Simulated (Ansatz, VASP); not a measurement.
## Ti3AlC2: VASP beside Ansatz

```
CELL_PARAMETERS angstrom
3.02772 0.00000 0.00000
-1.51386 2.62208 0.00000
0.00000 0.00000 18.34531
ATOMIC_POSITIONS crystal
Ti 0.00000 0.00000 0.00000
Ti 0.00000 0.00000 0.50000
Ti 0.33333 0.66667 0.12711
Ti 0.66667 0.33333 0.62711
Ti 0.33333 0.66667 0.37289
Ti 0.66667 0.33333 0.87289
Al 0.00000 0.00000 0.25000
Al 0.00000 0.00000 0.75000
C 0.33333 0.66667 0.56925
C 0.66667 0.33333 0.06925
C 0.33333 0.66667 0.93075
C 0.66667 0.33333 0.43075
```

Alike in both runs: functional LDA; k mesh 12 × 12 × 2; occupations fermi-dirac, width 0.15 eV; no spin polarisation.

Ansatz relaxed the structure, and its values are those at the end. VASP's run is a single point on that final structure, the one shown.

|  | VASP | Ansatz |
| --- | --- | --- |
| version | VASP 6.6.1 | Ansatz 0.2.0 |
| potentials or method | VASP PAW LDA potentials, release 64 (Ti_sv, Al, C), cutoff 520 eV | scalar-relativistic, plane waves, PAW |
| valence electrons in the cell | 94 | 94 |

|  | VASP | Ansatz | Ansatz less VASP |
| --- | --- | --- | --- |
| gap on the k mesh at the Fermi level (eV) | none | none | - |
| pressure (GPa) | 0.5 | 0.0 | -0.48 |
| rms of the force components (eV/Å) | 0.017 | 0.000 | -0.0162 |

LDA's correlation is that of Perdew and Zunger in VASP and of Perdew and Wang (1992) in Ansatz. A gap of «none» marks a metal or a gap that the smearing closes.
